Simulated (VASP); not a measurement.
Write the native input for VASP 6.6.1 that does the following.

- Task: relaxation of cell and atoms
- Functional: PBE
- Potentials or basis: VASP PAW PBE potentials, release 64 (Al, As)
- Cutoff: 600 eV
- k mesh: 12 × 12 × 12
- Occupations: gaussian, width 0.1 eV
- Spin: no spin polarisation
- Dipole correction: no
- Further INCAR settings: ALGO = Normal; EDIFF = 1e-06; IBRION = 2; EDIFFG = -0.01; NSW = 100; ISIF = 3

The structure of Al2As3 lies in POSCAR:

```
Al2As3
1.0
    1.9063679446      1.1006420460      7.7087215409
   -1.9063679446      1.1006420460      7.7087215409
    0.0000000000     -2.2012840920      7.7087215409
Al As
2 3
Direct
    0.3962599570      0.3962599570      0.3962599570
    0.6037400430      0.6037400430      0.6037400430
    0.0000000000      0.0000000000      0.0000000000
    0.2005342882      0.2005342882      0.2005342882
    0.7994657118      0.7994657118      0.7994657118
```

One way to write it, as run:

INCAR

```
SYSTEM = Al2As3
  PREC = Accurate
  ENCUT = 600
  EDIFF = 1E-6
  ISMEAR = 0
  SIGMA = 0.1
  LREAL = .False.
  LASPH = .True.
  NELM = 80
  ALGO = Normal
  ISIF = 3
  LWAVE = .False.
  LCHARG = .False.
  GGA = PE
  IBRION = 2
  NSW = 100
  EDIFFG = -0.01
```

KPOINTS

```
Automatic mesh
0
Gamma
  12 12 12
  0 0 0
```

Potentials or basis: VASP PAW PBE potentials, release 64 (Al, As).

Command:

```console
$ cat potpaw_PBE.64/Al/POTCAR potpaw_PBE.64/As/POTCAR > POTCAR
$ mpirun -np 1 vasp_std > vasp.out
```

It gave:

```yaml
Relaxed_volume: 19.40 Å³/atom
Relaxed_cell: a = 8.155 Å, b = 8.155 Å, c = 8.155 Å, α = 26.77°, β = 26.77°, γ = 26.77°
Space_group_after_relaxing_to_0.1_Å: R-3m (No. 166)
Energy_gained_by_relaxing: 1.9 meV/atom
Ionic_steps: 8
Pressure_after_relaxing: 0.0 GPa
Largest_force_after_relaxing: 0.005 eV/Å
Band_gap_on_the_k_mesh: zero (an odd number of electrons rules out a gap without spin polarisation)
```

It took 47 min on 1 thread of Intel(R) Xeon(R) Platinum 8375C CPU @ 2.90GHz (Ice Lake), with other jobs on the host, peak memory 0.81 GiB.
